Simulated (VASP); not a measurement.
# CuAu3 (Pm-3m) in VASP: notebook

The runs below take CuAu3 through single point, relaxation of cell and atoms, with r2SCAN.

Program: VASP 6.6.1. These are calculated values, not measurements. Logs are shortened: lines on timing, memory, paths and dates and some standing lists are left out, and cuts for length are marked.

## (1) The cell of the first run

It takes space group Pm-3m (No. 221, cubic). The conventional cell has a = 4.010 Å, b = 4.010 Å, c = 4.010 Å, α = 90.00°, β = 90.00°, γ = 90.00°. Cu (site symmetry m-3m) has 12 Au at 2.84 Å within 3.7 Å. Within 3.7 Å of Au (site symmetry 4/mmm) lie 4 Cu at 2.84 Å and 8 Au at 2.84 Å.

## (2) Single point, r2SCAN

POSCAR

```
CuAu3
1.0
    4.0095925372      0.0000000000      0.0000000000
    0.0000000000      4.0095925372      0.0000000000
    0.0000000000      0.0000000000      4.0095925372
Cu Au
1 3
Direct
    0.0000000000      0.0000000000      0.0000000000
    0.0000000000      0.5000000000      0.5000000000
    0.5000000000      0.0000000000      0.5000000000
    0.5000000000      0.5000000000      0.0000000000
```

INCAR.step1

```
SYSTEM = CuAu3
  PREC = Accurate
  ENCUT = 520
  ISMEAR = -1
  SIGMA = 0.05
  LREAL = .False.
  LASPH = .True.
  NELM = 60
  NBANDS = 30
  GGA = PE
  ALGO = Normal
  EDIFF = 1E-4
  LWAVE = .True.
  LCHARG = .False.
```

INCAR.step2

```
SYSTEM = CuAu3
  PREC = Accurate
  ENCUT = 520
  EDIFF = 1E-6
  ISMEAR = -1
  SIGMA = 0.05
  LREAL = .False.
  LASPH = .True.
  NELM = 60
  ALGO = Normal
  ISIF = 2
  LWAVE = .False.
  LCHARG = .False.
  METAGGA = R2SCAN
  LMIXTAU = .True.
  NBANDS = 30
  ISTART = 1
```

KPOINTS

```
regular mesh
0
Gamma
  9 9 9
  0 0 0
```

Potentials or basis: VASP PAW PBE potentials, release 64 (Cu, Au).

Command:

```bash
cat potpaw_PBE.64/Cu/POTCAR potpaw_PBE.64/Au/POTCAR > POTCAR
cp INCAR.step1 INCAR
mpirun -np 1 vasp_std > vasp.out
cp INCAR.step2 INCAR
mpirun -np 1 vasp_std > vasp.out
```

OUTCAR:

```text
SYSTEM = CuAu3
   PREC = Accurate
   ENCUT = 520
   EDIFF = 1E-6
   ISMEAR = -1
   LREAL = .False.
   LASPH = .True.
   NELM = 60
   ISIF = 2
   METAGGA = R2SCAN
   ISTART = 1

 ion  position               nearest neighbor table
   1  0.000  0.000  0.000-   2 2.84   3 2.84   4 2.84   2 2.84   3 2.84   2 2.84   4 2.84   2 2.84
                             3 2.84   4 2.84   3 2.84   4 2.84
   2  0.000  0.500  0.500-   1 2.84   3 2.84   4 2.84   1 2.84   4 2.84   1 2.84   3 2.84   1 2.84
                             3 2.84   4 2.84   4 2.84   3 2.84
   3  0.500  0.000  0.500-   1 2.84   2 2.84   4 2.84   1 2.84   4 2.84   2 2.84   4 2.84   4 2.84
                             1 2.84   2 2.84   1 2.84   2 2.84
   4  0.500  0.500  0.000-   1 2.84   2 2.84   3 2.84   2 2.84   3 2.84   1 2.84   3 2.84   3 2.84
                             1 2.84   2 2.84   2 2.84   1 2.84

  LATTYP: Found a simple cubic cell.
 ALAT       =     4.0095925372

  Lattice vectors:

 A1 = (   4.0095925372,   0.0000000000,   0.0000000000)
 A2 = (   0.0000000000,   4.0095925372,   0.0000000000)
 A3 = (   0.0000000000,   0.0000000000,   4.0095925372)

Analysis of symmetry for initial positions (statically):
=====================================================================
 Subroutine PRICEL returns:
 Original cell was already a primitive cell.

 Routine SETGRP: Setting up the symmetry group for a
 simple cubic supercell.

 Subroutine GETGRP returns: Found 48 space group operations
 (whereof 48 operations were pure point group operations)
 out of a pool of 48 trial point group operations.

The static configuration has the point symmetry O_h .

Analysis of symmetry for dynamics (positions and initial velocities):
=====================================================================
 Subroutine PRICEL returns:
 Original cell was already a primitive cell.

 Routine SETGRP: Setting up the symmetry group for a
 simple cubic supercell.

 Subroutine GETGRP returns: Found 48 space group operations
 (whereof 48 operations were pure point group operations)
 out of a pool of 48 trial point group operations.

The dynamic configuration has the point symmetry O_h .

 Subroutine INISYM returns: Found 48 space group operations
 (whereof 48 operations are pure point group operations),
 and found     1 'primitive' translations

----------------------------------------------------------------------------------------

[... 89 lines left out ...]
   ICHARG =      0    charge: 1-file 2-atom 10-const
   ISPIN  =      1    spin polarized calculation?
   LNONCOLLINEAR =      F non collinear calculations
   LSORBIT =      F    spin-orbit coupling
   LASPH  =      T    aspherical Exc in radial PAW
   ENCUT  =  520.0 eV  38.22 Ry    6.18 a.u.   7.46  7.46  7.46*2*pi/ulx,y,z
   NELM   =     60;   NELMIN=  2; NELMDL=  0     # of ELM steps
   EDIFF  = 0.1E-05   stopping-criterion for ELM
   LREAL  =      F    real-space projection
   EDIFFG = 0.1E-04   stopping-criterion for IOM
   NSW    =      0    number of steps for IOM
   IBRION =     -1    ionic relax: 0-MD 1-quasi-New 2-CG
   NFREE  =      0    steps in history (QN), initial steepest desc. (CG)
   ISIF   =      2    stress and relaxation
   ISYM   =      2    0-nonsym 1-usesym 2-fastsym
   POTIM  = 0.5000    time-step for ionic-motion
   TEBEG  =    0.0;   TEEND  =   0.0 temperature during run
   PSTRESS=    0.0 pullay stress
   NELECT =      44.0000    total number of electrons
   NUPDOWN=      -1.0000    fix difference up-down
   EMIN   =  10.00;   EMAX   =-10.00  energy-range for DOS
   EFERMI =   0.00;   METHOD = LEGACY
   ISMEAR =    -1;   SIGMA  =   0.05  broadening in eV -4-tet -1-fermi 0-gaus
   EFERMI_NEDOS =   21; number of points for ismear=-14 and -15
   IALGO  =     38    algorithm
   IMIX   =      4    mixing-type and parameters
     AMIX     =   0.40;   BMIX     =  1.00
     AMIX_MAG =   1.60;   BMIX_MAG =  1.00
  volume/ion in A,a.u.               =      16.12       108.75
  Fermi-wavevector in a.u.,A,eV,Ry     =   1.441425  2.723899 28.268920  2.077707
  Thomas-Fermi vector in A             =   2.560059
   LORBIT       =      0    0 simple, 1 ext, 2 COOP (PROOUT), +10 PAW based schemes
   METAGGA = R2SCAN    functional components
   LHFCALC =     F    Hartree Fock is set to
   AEXX    =    0.0000 exact exchange contribution
   IVDW    =     0    specifies the selected vdW correction
   LEPSILON=     F    determine dielectric tensor
   LRPA    =     F    only Hartree local field effects (RPA)
 non-spin polarized calculation
  energy-cutoff  :      520.00
  volume of cell :       64.46
 maximum number of plane-waves:      1771
 NGX is ok and might be reduce to    30
   NGX = 15   NGY = 15   NGZ = 15

 number of electron      44.0000027 magnetization

 Free energy of the ion-electron system (eV)
  ---------------------------------------------------
  ext. energy  EPLUGINS =         0.00000000
  ---------------------------------------------------
  free energy    TOTEN  =      -162.72741748 eV

  energy without entropy =     -162.72116451  energy(sigma->0) =     -162.72429099

 E-fermi :   8.7218     XC(G=0): -13.4763

 val. band max:        8.6202373683   @ k =   0.4444   0.4444   0.0000
 cond. band min:       8.7821164624   @ k =   0.3333   0.3333   0.0000
 fundamental gap:      0.1618790941
 Fermi energy:         8.7217919628

 k-point     1 :       0.0000    0.0000    0.0000
  band No.  band energies     occupation
      1      -1.2396      2.00000
      2       1.1625      2.00000
      3       1.9219      2.00000
      4       1.9219      2.00000
      5       1.9219      2.00000
      6       2.0700      2.00000
[... 781 lines left out ...]
     29      19.0368      0.00000
     30      19.9328      0.00000

 [... further k-points ...]
[... 5 lines left out ...]
  --------------------------------------------------------------------------------------
  -------------------------------------------------------------------------------------
  Total        0.1431887      0.1431887      0.1431887      0.0000000     -0.0000000     -0.0000000
  in kB        3.5589234      3.5589234      3.5589234      0.0000000     -0.0000000     -0.0000000
  external PRESSURE =       3.5589234 kB  Pullay stress =       0.0000000 kB

 VOLUME and BASIS-vectors are now :
 -----------------------------------------------------------------------------
  energy-cutoff  :      520.00
  volume of cell :       64.46
      direct lattice vectors                 reciprocal lattice vectors
     4.009592537  0.000000000  0.000000000     0.249401901  0.000000000  0.000000000
     0.000000000  4.009592537  0.000000000     0.000000000  0.249401901  0.000000000
     0.000000000  0.000000000  4.009592537     0.000000000  0.000000000  0.249401901

 POSITION                                       TOTAL-FORCE (eV/Angst)
 -----------------------------------------------------------------------------------
      0.00000      0.00000      0.00000         0.000000      0.000000      0.000000
      0.00000      2.00480      2.00480         0.000000      0.000000      0.000000
      2.00480      0.00000      2.00480         0.000000      0.000000      0.000000
      2.00480      2.00480      0.00000         0.000000      0.000000      0.000000
 -----------------------------------------------------------------------------------
    total drift:                                0.000000      0.000000     -0.000000

  FREE ENERGIE OF THE ION-ELECTRON SYSTEM (eV)
  ---------------------------------------------------
  free  energy   TOTEN  =      -162.7274174829 eV

  energy  without entropy=     -162.7211645052  energy(sigma->0) =     -162.72429099
```

OUTCAR.step1:

```text
SYSTEM = CuAu3
   PREC = Accurate
   ENCUT = 520
   ISMEAR = -1
   LREAL = .False.
   LASPH = .True.
[... 1024 lines left out ...]
      0.00000      2.00480      2.00480         0.000000      0.000000      0.000000
      2.00480      0.00000      2.00480         0.000000      0.000000      0.000000
      2.00480      2.00480      0.00000         0.000000      0.000000      0.000000
 -----------------------------------------------------------------------------------
    total drift:                                0.000000      0.000000     -0.000000

  FREE ENERGIE OF THE ION-ELECTRON SYSTEM (eV)
  ---------------------------------------------------
  free  energy   TOTEN  =       -13.4877255367 eV

  energy  without entropy=      -13.4804019803  energy(sigma->0) =      -13.48406376
```

Run time: 2.8 min. Hardware: 1 thread of Intel Xeon Platinum 8488C (Sapphire Rapids), shared host; peak memory 0.21 GiB.

What came out:

| Property | Result |
| --- | --- |
| Free energy | -162.7274 eV |
| Pressure | 0.4 GPa |
| Band gap on the k mesh | zero (band 22 reaches 9.94 eV, above the bottom of band 23 at 8.33 eV) |

Levels at points of the mesh, in eV from the Fermi level:
```
           k point  band 20  band 21  band 22  band 23  band 24  band 25
(0.00, 0.00, 0.00)    -1.57    -1.57     1.22     1.22     1.22     6.03
```

Caveat: the PAW data sets were made with another functional, which shifts forces and pressure a little; spin-orbit coupling is left out, which moves the levels of the heavy elements.

## (3) Relaxation of cell and atoms, r2SCAN

This run uses another cell than the first one, of 15.76 Å³/atom, 0.978 times its volume.

POSCAR

```
CuAu3
1.0
    3.9800000000      0.0000000000      0.0000000000
    0.0000000000      3.9800000000      0.0000000000
    0.0000000000      0.0000000000      3.9800000000
Cu Au
1 3
Direct
    0.0000000000      0.0000000000      0.0000000000
    0.0000000000      0.5000000000      0.5000000000
    0.5000000000      0.0000000000      0.5000000000
    0.5000000000      0.5000000000      0.0000000000
```

INCAR.step1

```
SYSTEM = CuAu3
PREC     = Accurate       ! precision mode
ENCUT    = 600            ! plane-wave cutoff, eV
ISMEAR   = -1             ! smearing method
SIGMA    = 0.05           ! smearing width, eV
LREAL    = .FALSE.        ! projectors in reciprocal space
LASPH    = .TRUE.         ! aspherical terms in the spheres
NELM     = 80             ! most SCF steps
GGA      = PE             ! functional
ALGO     = Normal         ! electronic algorithm
EDIFF    = 1E-4           ! SCF threshold, eV
LWAVE    = .TRUE.         ! write WAVECAR
LCHARG   = .FALSE.        ! write CHGCAR
```

INCAR.step2

```
SYSTEM = CuAu3
PREC     = Accurate       ! precision mode
ENCUT    = 600            ! plane-wave cutoff, eV
EDIFF    = 1E-6           ! SCF threshold, eV
ISMEAR   = -1             ! smearing method
SIGMA    = 0.05           ! smearing width, eV
LREAL    = .FALSE.        ! projectors in reciprocal space
LASPH    = .TRUE.         ! aspherical terms in the spheres
NELM     = 80             ! most SCF steps
ALGO     = Normal         ! electronic algorithm
ISIF     = 3              ! what is computed and relaxed
LWAVE    = .FALSE.        ! write WAVECAR
LCHARG   = .FALSE.        ! write CHGCAR
METAGGA  = R2SCAN         ! meta-GGA
LMIXTAU  = .TRUE.       
IBRION   = 2              ! ionic algorithm
NSW      = 70             ! ionic steps
EDIFFG   = -0.005         ! ionic threshold
ISTART   = 1
```

KPOINTS

```
regular mesh
0
G
  9 9 9
  0 0 0
```

Potentials or basis: VASP PAW PBE potentials, release 64 (Cu, Au).

Command:

```bash
cat potpaw_PBE.64/Cu/POTCAR potpaw_PBE.64/Au/POTCAR > POTCAR
cp INCAR.step1 INCAR
mpirun -np 1 vasp_std > vasp.out
cp INCAR.step2 INCAR
mpirun -np 1 vasp_std > vasp.out
```

It took 11 min on 1 thread of AMD EPYC 7R13 (Zen 3), shared host; peak memory 0.21 GiB.

Results (log left out):

```yaml
Free_energy: -162.7254 eV
Relaxed_volume: 16.15 Å³/atom
Relaxed_cell: a = 4.012 Å, b = 4.012 Å, c = 4.012 Å, α = 90.00°, β = 90.00°, γ = 90.00°
Space_group_after_relaxing_to_0.05_Å: Pm-3m (No. 221)
Energy_gained_by_relaxing: 5.0 meV/atom
Ionic_steps: 5
Pressure_after_relaxing: 0.0 GPa
Band_gap_on_the_k_mesh: zero (band 22 reaches 9.91 eV, above the bottom of band 23 at 8.31 eV)
```

The path:
```csv
step,energy change (eV),largest force (eV/Å),pressure (GPa),volume (Å³)
1,0.0000,0.0000,4.19,63.04
2,0.0165,0.0000,-4.95,66.88
3,-0.0199,0.0000,-0.06,64.63
4,-0.0199,0.0000,0.07,64.60
5,-0.0199,0.0000,0.01,64.60
```

Final structure:
```cif
data_structure
_symmetry_space_group_name_H-M 'P 1'
_symmetry_Int_Tables_number 1
_cell_length_a 4.0124
_cell_length_b 4.0124
_cell_length_c 4.0124
_cell_angle_alpha 90.000
_cell_angle_beta 90.000
_cell_angle_gamma 90.000
_cell_volume 64.60
loop_
_atom_site_label
_atom_site_type_symbol
_atom_site_fract_x
_atom_site_fract_y
_atom_site_fract_z
_atom_site_occupancy
Cu1 Cu 0.00000 0.00000 0.00000 1
Au1 Au 0.00000 0.50000 0.50000 1
Au2 Au 0.50000 0.00000 0.50000 1
Au3 Au 0.50000 0.50000 0.00000 1
```

Levels at points of the mesh, in eV from the Fermi level:
```csv
k point,band 18,band 19,band 20,band 21,band 22,band 23,band 24,band 25,band 26
"(0.00, 0.00, 0.00)",-1.70,-1.56,-1.56,-1.56,1.22,1.22,1.22,6.01,6.01
```

Caveat: the PAW data sets were made with another functional, which shifts forces and pressure a little; spin-orbit coupling is left out, which moves the levels of the heavy elements. Zero-point motion and thermal expansion aren't in these numbers.
